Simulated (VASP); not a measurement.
# InP (F-43m) in VASP: further runs

The runs below take InP through band structure, elastic constants, dielectric tensor, with HSE06, HSE03, PBEsol, PBE.

Program: VASP 6.6.1. These are calculated values, not measurements. Logs are shortened: lines on timing, memory, paths and dates and some standing lists are left out, and cuts for length are marked.

## (1) The cell of the first run

Symmetry: F-43m, No. 216, cubic system. The conventional cell has a = 5.861 Å, b = 5.861 Å, c = 5.861 Å, α = 90.00°, β = 90.00°, γ = 90.00°. Within 3.3 Å of In (site symmetry -43m) lie 4 P at 2.54 Å. Within 3.3 Å of P (site symmetry -43m) lie 4 In at 2.54 Å.

## (2) Band structure, HSE06

Input file POSCAR:

```
InP
1.0
    0.0000000000      2.9305000000      2.9305000000
    2.9305000000      0.0000000000      2.9305000000
    2.9305000000      2.9305000000      0.0000000000
In P
1 1
Direct
    0.0000000000      0.0000000000      0.0000000000
    0.7500000000      0.7500000000      0.7500000000
```

Input file INCAR.step1:

```
SYSTEM = InP
PREC     = Accurate       ! precision mode
ENCUT    = 520            ! plane-wave cutoff, eV
EDIFF    = 1E-5           ! SCF threshold, eV
ISMEAR   = 0              ! smearing method
SIGMA    = 0.02           ! smearing width, eV
LREAL    = .False.        ! projectors in reciprocal space
LASPH    = .True.         ! aspherical terms in the spheres
NELM     = 80             ! most SCF steps
ALGO     = Normal         ! electronic algorithm
ISIF     = 2              ! what is computed and relaxed
LWAVE    = .True.         ! write WAVECAR
LCHARG   = .False.        ! write CHGCAR
GGA      = PE             ! functional
KPAR     = 4
```

Input file INCAR.step2:

```
SYSTEM = InP
PREC     = Accurate       ! precision mode
ENCUT    = 520            ! plane-wave cutoff, eV
EDIFF    = 1E-6           ! SCF threshold, eV
ISMEAR   = 0              ! smearing method
SIGMA    = 0.02           ! smearing width, eV
LREAL    = .False.        ! projectors in reciprocal space
LASPH    = .True.         ! aspherical terms in the spheres
NELM     = 80             ! most SCF steps
ALGO     = Normal         ! electronic algorithm
ISIF     = 2              ! what is computed and relaxed
LWAVE    = .False.        ! write WAVECAR
LCHARG   = .False.        ! write CHGCAR
GGA      = PE             ! functional
LHFCALC  = .True.         ! exact exchange
HFSCREEN = 0.2            ! screening, 1/A
PRECFOCK = Fast         
ISTART   = 1            
KPAR     = 4
```

Input file KPOINTS:

```
regular mesh
0
Gamma
  6 6 6
  0 0 0
```

Input file KPOINTS_OPT:

```
path GXWKGLUWLK,UX
12
line-mode
reciprocal
 0.0000000000  0.0000000000  0.0000000000  G
 0.5000000000  0.0000000000  0.5000000000  X

 0.5000000000  0.0000000000  0.5000000000  X
 0.5000000000  0.2500000000  0.7500000000  W

 0.5000000000  0.2500000000  0.7500000000  W
 0.3750000000  0.3750000000  0.7500000000  K

 0.3750000000  0.3750000000  0.7500000000  K
 0.0000000000  0.0000000000  0.0000000000  G

 0.0000000000  0.0000000000  0.0000000000  G
 0.5000000000  0.5000000000  0.5000000000  L

 0.5000000000  0.5000000000  0.5000000000  L
 0.6250000000  0.2500000000  0.6250000000  U

 0.6250000000  0.2500000000  0.6250000000  U
 0.5000000000  0.2500000000  0.7500000000  W

 0.5000000000  0.2500000000  0.7500000000  W
 0.5000000000  0.5000000000  0.5000000000  L

 0.5000000000  0.5000000000  0.5000000000  L
 0.3750000000  0.3750000000  0.7500000000  K

 0.6250000000  0.2500000000  0.6250000000  U
 0.5000000000  0.0000000000  0.5000000000  X
```

Potentials or basis: VASP PAW PBE potentials, release 64 (In_d, P).

The run is started by

```bash
$ cat potpaw_PBE.64/In_d/POTCAR potpaw_PBE.64/P/POTCAR > POTCAR
$ cp INCAR.step1 INCAR
$ mpirun -np 4 vasp_std > vasp.out
$ cp INCAR.step2 INCAR
$ mpirun -np 4 vasp_std > vasp.out
```

OUTCAR:

```text
SYSTEM = InP
   PREC = Accurate
   ENCUT = 520
   EDIFF = 1E-6
   ISMEAR = 0
   LREAL = .False.
   LASPH = .True.
   NELM = 80
   ISIF = 2
   GGA = PE
   LHFCALC = .True.
   HFSCREEN = 0.2
   PRECFOCK = Fast
   ISTART = 1

 ion  position               nearest neighbor table
   1  0.000  0.000  0.000-   2 2.54   2 2.54   2 2.54   2 2.54
   2  0.750  0.750  0.750-   1 2.54   1 2.54   1 2.54   1 2.54

  LATTYP: Found a face centered cubic cell.
 ALAT       =     5.8610000000

  Lattice vectors:

 A1 = (   0.0000000000,   2.9305000000,   2.9305000000)
 A2 = (   2.9305000000,   0.0000000000,   2.9305000000)
 A3 = (   2.9305000000,   2.9305000000,   0.0000000000)

Analysis of symmetry for initial positions (statically):
=====================================================================
 Subroutine PRICEL returns:
 Original cell was already a primitive cell.

 Routine SETGRP: Setting up the symmetry group for a
 face centered cubic supercell.

 Subroutine GETGRP returns: Found 24 space group operations
 (whereof 24 operations were pure point group operations)
 out of a pool of 48 trial point group operations.

The static configuration has the point symmetry T_d .

Analysis of symmetry for dynamics (positions and initial velocities):
=====================================================================
 Subroutine PRICEL returns:
 Original cell was already a primitive cell.

 Routine SETGRP: Setting up the symmetry group for a
 face centered cubic supercell.

 Subroutine GETGRP returns: Found 24 space group operations
 (whereof 24 operations were pure point group operations)
 out of a pool of 48 trial point group operations.

The dynamic configuration has the point symmetry T_d .

 Subroutine INISYM returns: Found 24 space group operations
 (whereof 24 operations are pure point group operations),
 and found     1 'primitive' translations

----------------------------------------------------------------------------------------

                                     Primitive cell

  volume of cell :      50.3333

  direct lattice vectors                    reciprocal lattice vectors
     0.000000000  2.930500000  2.930500000    -0.170619348  0.170619348  0.170619348
     2.930500000  0.000000000  2.930500000     0.170619348 -0.170619348  0.170619348
     2.930500000  2.930500000  0.000000000     0.170619348  0.170619348 -0.170619348

  length of vectors
     4.144352845  4.144352845  4.144352845     0.295521380  0.295521380  0.295521380

  position of ions in fractional coordinates (direct lattice)
     0.000000000  0.000000000  0.000000000
     0.750000000  0.750000000  0.750000000

  ion indices of the primitive-cell ions
   primitive index   ion index
                 1           1
                 2           2

----------------------------------------------------------------------------------------

 KPOINTS: regular mesh

Automatic generation of k-mesh.
 Grid dimensions read from file:
 generate k-points for:    6    6    6

 Generating k-lattice:

  Cartesian coordinates                     Fractional coordinates (reciprocal lattice)
    -0.028436558  0.028436558  0.028436558     0.166666667  0.000000000  0.000000000
     0.028436558 -0.028436558  0.028436558     0.000000000  0.166666667  0.000000000
     0.028436558  0.028436558 -0.028436558     0.000000000  0.000000000  0.166666667

  Length of vectors
     0.049253563  0.049253563  0.049253563

  Shift w.r.t. Gamma in fractional coordinates (k-lattice)
     0.000000000  0.000000000  0.000000000

 Subroutine IBZKPT returns following result:
 ===========================================

 Found     16 irreducible k-points:

 Following reciprocal coordinates:
            Coordinates               Weight
  0.000000  0.000000  0.000000      1.000000
  0.166667  0.000000  0.000000      8.000000
  0.333333  0.000000  0.000000      8.000000
  0.500000  0.000000  0.000000      4.000000
  0.166667  0.166667  0.000000      6.000000
  0.333333  0.166667  0.000000     24.000000
[... 8 lines left out ...]
 -0.333333  0.333333  0.166667     24.000000
 -0.333333  0.500000  0.166667     12.000000
   k-points           NKPTS =     16   k-points in BZ     NKDIM =    216   number of bands    NBANDS=     13
   number of dos      NEDOS =    301   number of ions     NIONS =      2
   total plane-waves  NPLWV =  32768
   dimension x,y,z NGX =    32 NGY =   32 NGZ =   32
   dimension x,y,z NGXF=    64 NGYF=   64 NGZF=   64
   ions per type =               1   1
   NGX,Y,Z   is equivalent  to a cutoff of  12.84, 12.84, 12.84 a.u.
   NGXF,Y,Z  is equivalent  to a cutoff of  25.67, 25.67, 25.67 a.u.
 SYSTEM =  InP
   PREC   = accura    normal or accurate (medium, high low for compatibility)
   ISTART =      1    job   : 0-new  1-cont  2-samecut
   ICHARG =      0    charge: 1-file 2-atom 10-const
   ISPIN  =      1    spin polarized calculation?
   LNONCOLLINEAR =      F non collinear calculations
   LSORBIT =      F    spin-orbit coupling
   LASPH  =      T    aspherical Exc in radial PAW
   ENCUT  =  520.0 eV  38.22 Ry    6.18 a.u.   7.71  7.71  7.71*2*pi/ulx,y,z
   NELM   =     80;   NELMIN=  2; NELMDL=  0     # of ELM steps
   EDIFF  = 0.1E-05   stopping-criterion for ELM
   LREAL  =      F    real-space projection
   EDIFFG = 0.1E-04   stopping-criterion for IOM
   NSW    =      0    number of steps for IOM
   IBRION =     -1    ionic relax: 0-MD 1-quasi-New 2-CG
   NFREE  =      0    steps in history (QN), initial steepest desc. (CG)
   ISIF   =      2    stress and relaxation
   ISYM   =      3    0-nonsym 1-usesym 2-fastsym
   POTIM  = 0.5000    time-step for ionic-motion
   TEBEG  =    0.0;   TEEND  =   0.0 temperature during run
   PSTRESS=    0.0 pullay stress
   NELECT =      18.0000    total number of electrons
   NUPDOWN=      -1.0000    fix difference up-down
   EMIN   =  10.00;   EMAX   =-10.00  energy-range for DOS
   EFERMI =   0.00;   METHOD = LEGACY
   ISMEAR =     0;   SIGMA  =   0.02  broadening in eV -4-tet -1-fermi 0-gaus
   EFERMI_NEDOS =   21; number of points for ismear=-14 and -15
   IALGO  =     38    algorithm
   IMIX   =      1    mixing-type and parameters
     AMIX     =   0.40;   BMIX     =  1.00
     AMIX_MAG =   1.60;   BMIX_MAG =  1.00
  volume/ion in A,a.u.               =      25.17       169.83
  Fermi-wavevector in a.u.,A,eV,Ry     =   1.162021  2.195901 18.371846  1.350293
  Thomas-Fermi vector in A             =   2.298587
   LORBIT       =      0    0 simple, 1 ext, 2 COOP (PROOUT), +10 PAW based schemes
   GGA     = PE    functional components
   LHFCALC =     T    Hartree Fock is set to
   PRECFOCK=fast      Normal, Fast or Accurate (Low or Medium for compatibility)
   ENCUT4O =  -1.0   cutoff for four orbital integrals eV
   NKREDX  =     1    reduce k-point grid by
   NKREDY  =     1    reduce k-point grid by
   NKREDZ  =     1    reduce k-point grid by
   AEXX    =    0.2500 exact exchange contribution
   HFSCREEN=    0.2000 screening length (either q_TF or 0.3 A-1)
   HFSCREENC=   0.2000 screening length for correlation (either q_TF or 0.3 A-1)
   ENCUTFOCK=  -1.0 apply spherical cutoff to Coloumb kernel
   IVDW    =     0    specifies the selected vdW correction
   LEPSILON=     F    determine dielectric tensor
   LRPA    =     F    only Hartree local field effects (RPA)
 non-spin polarized calculation
 Gauss-broadening in eV      SIGMA  =   0.02
  energy-cutoff  :      520.00
  volume of cell :       50.33
 maximum number of plane-waves:      1380
  NGX = 18; NGY = 18; NGZ = 18

 number of electron      18.0000005 magnetization

 Free energy of the ion-electron system (eV)
  ---------------------------------------------------
  ext. energy  EPLUGINS =         0.00000000
  ---------------------------------------------------
  free energy    TOTEN  =       -10.01106654 eV

  energy without entropy =      -10.01106654  energy(sigma->0) =      -10.01106654

 E-fermi :   4.8863     XC(G=0):  -7.7174

 val. band max:        4.7587574529   @ k =   0.0000   0.0000   0.0000
 cond. band min:       6.2740894387   @ k =   0.0000   0.0000   0.0000
 fundamental gap:      1.5153319858
 Fermi energy:         4.8863496149

 k-point     1 :       0.0000    0.0000    0.0000
  band No.  band energies     occupation
      1     -11.1300      2.00000
      2     -11.1300      2.00000
      3     -11.1300      2.00000
      4     -10.9680      2.00000
      5     -10.9680      2.00000
      6      -7.9914      2.00000
      7       4.7588      2.00000
      8       4.7588      2.00000
      9       4.7588      2.00000
     10       6.2741      0.00000
     11       9.6960      0.00000
     12       9.6960      0.00000
     13       9.6960      0.00000

 k-point     2 :       0.1667    0.0000    0.0000
  band No.  band energies     occupation
      1     -11.1605      2.00000
      2     -11.1173      2.00000
      3     -11.1173      2.00000
      4     -10.9677      2.00000
      5     -10.9677      2.00000
      6      -7.6510      2.00000
      7       2.4849      2.00000
      8       4.4311      2.00000
      9       4.4311      2.00000
     10       7.3588      0.00000
     11      10.1170      0.00000
     12      10.1707      0.00000
     13      10.1707      0.00000

 k-point     3 :       0.3333    0.0000    0.0000
  band No.  band energies     occupation
      1     -11.2178      2.00000
      2     -11.0968      2.00000
      3     -11.0968      2.00000
      4     -10.9619      2.00000
      5     -10.9619      2.00000
      6      -6.7708      2.00000
      7      -0.1952      2.00000
      8       3.9131      2.00000
      9       3.9131      2.00000
     10       7.2040      0.00000
     11      10.5142      0.00000
     12      10.5142      0.00000
     13      12.0329      0.00000
[... 177 lines left out ...]
 k-point    15 :      -0.3333    0.3333    0.1667
  band No.  band energies     occupation
      1     -11.2695      2.00000
      2     -11.0736      2.00000
      3     -11.0447      2.00000
      4     -10.9824      2.00000
      5     -10.9556      2.00000
      6      -5.5643      2.00000
      7      -1.2215      2.00000
      8       1.3922      2.00000
      9       2.5016      2.00000
     10       9.2980      0.00000
     11       9.8431      0.00000
     12      11.4738      0.00000
     13      13.1329      0.00000

 k-point    16 :      -0.3333    0.5000    0.1667
  band No.  band energies     occupation
      1     -11.2892      2.00000
      2     -11.0555      2.00000
      3     -11.0309      2.00000
      4     -10.9973      2.00000
      5     -10.9472      2.00000
      6      -5.3431      2.00000
      7      -1.3559      2.00000
      8       1.6880      2.00000
      9       1.7390      2.00000
     10       8.7558      0.00000
     11       9.2697      0.00000
     12      12.5856      0.00000
     13      12.8587      0.00000

------------------------ aborting loop because EDIFF is reached ----------------------------------------

  FORCE on cell =-STRESS in cart. coord.  units (eV):
  Direction    XX          YY          ZZ          XY          YZ          ZX
  --------------------------------------------------------------------------------------
  -------------------------------------------------------------------------------------
  Total        0.4154461      0.4154461      0.4154461      0.0000000      0.0000000      0.0000000
  in kB       13.2242225     13.2242225     13.2242225      0.0000000      0.0000000      0.0000000
  external PRESSURE =      13.2242225 kB  Pullay stress =       0.0000000 kB

 VOLUME and BASIS-vectors are now :
 -----------------------------------------------------------------------------
  energy-cutoff  :      520.00
  volume of cell :       50.33
      direct lattice vectors                 reciprocal lattice vectors
     0.000000000  2.930500000  2.930500000    -0.170619348  0.170619348  0.170619348
     2.930500000  0.000000000  2.930500000     0.170619348 -0.170619348  0.170619348
     2.930500000  2.930500000  0.000000000     0.170619348  0.170619348 -0.170619348

 POSITION                                       TOTAL-FORCE (eV/Angst)
 -----------------------------------------------------------------------------------
      0.00000      0.00000      0.00000         0.000000      0.000000      0.000000
      4.39575      4.39575      4.39575        -0.000000     -0.000000     -0.000000
 -----------------------------------------------------------------------------------
    total drift:                               -0.000042     -0.000040     -0.000024

  FREE ENERGIE OF THE ION-ELECTRON SYSTEM (eV)
  ---------------------------------------------------
  free  energy   TOTEN  =       -10.0110665352 eV

  energy  without entropy=      -10.0110665352  energy(sigma->0) =      -10.01106654
```

Wall time 16 min (4 MPI ranks of Intel Xeon 6975P-C (Granite Rapids), shared host); peak memory 0.36 GiB.

What came out:

| Item | Value |
| --- | --- |
| Free energy | -10.0111 eV |
| Pressure | 1.3 GPa |
| Band gap on the k mesh | 1.52 eV |
| Band gap along the path | 1.52 eV |

Levels at the corners of the path, in eV from the valence-band top:
| point | band 7 | band 8 | band 9 | band 10 | band 11 | band 12 |
| --- | --- | --- | --- | --- | --- | --- |
| Γ | 0.00 | 0.00 | 0.00 | 1.52 | 4.94 | 4.94 |
| X | -6.25 | -2.54 | -2.54 | 2.38 | 3.01 | 10.45 |
| X | -6.25 | -2.54 | -2.54 | 2.38 | 3.01 | 10.45 |
| W | -6.06 | -3.23 | -3.16 | 5.06 | 5.42 | 6.53 |
| W | -6.06 | -3.23 | -3.16 | 5.06 | 5.42 | 6.53 |
| K | -6.08 | -3.61 | -2.12 | 3.07 | 5.31 | 8.57 |
| K | -6.08 | -3.61 | -2.12 | 3.07 | 5.31 | 8.57 |
| Γ | 0.00 | 0.00 | 0.00 | 1.52 | 4.94 | 4.94 |
| Γ | 0.00 | 0.00 | 0.00 | 1.52 | 4.94 | 4.94 |
| L | -6.26 | -1.06 | -1.06 | 2.27 | 5.67 | 5.67 |
| L | -6.26 | -1.06 | -1.06 | 2.27 | 5.67 | 5.67 |
| U | -6.08 | -3.61 | -2.12 | 3.07 | 5.31 | 8.57 |
| U | -6.08 | -3.61 | -2.12 | 3.07 | 5.31 | 8.57 |
| W | -6.06 | -3.23 | -3.16 | 5.06 | 5.42 | 6.53 |
| W | -6.06 | -3.23 | -3.16 | 5.06 | 5.42 | 6.53 |
| L | -6.26 | -1.06 | -1.06 | 2.27 | 5.67 | 5.67 |
| L | -6.26 | -1.06 | -1.06 | 2.27 | 5.67 | 5.67 |
| K | -6.08 | -3.61 | -2.12 | 3.07 | 5.31 | 8.57 |
| U | -6.08 | -3.61 | -2.12 | 3.07 | 5.31 | 8.57 |
| X | -6.25 | -2.54 | -2.54 | 2.38 | 3.01 | 10.45 |

Caveat: the PAW data sets were made with another functional, which shifts forces and pressure a little; spin-orbit coupling is left out, which moves the levels of the heavy elements.

(Continued in part 2 of 3.)
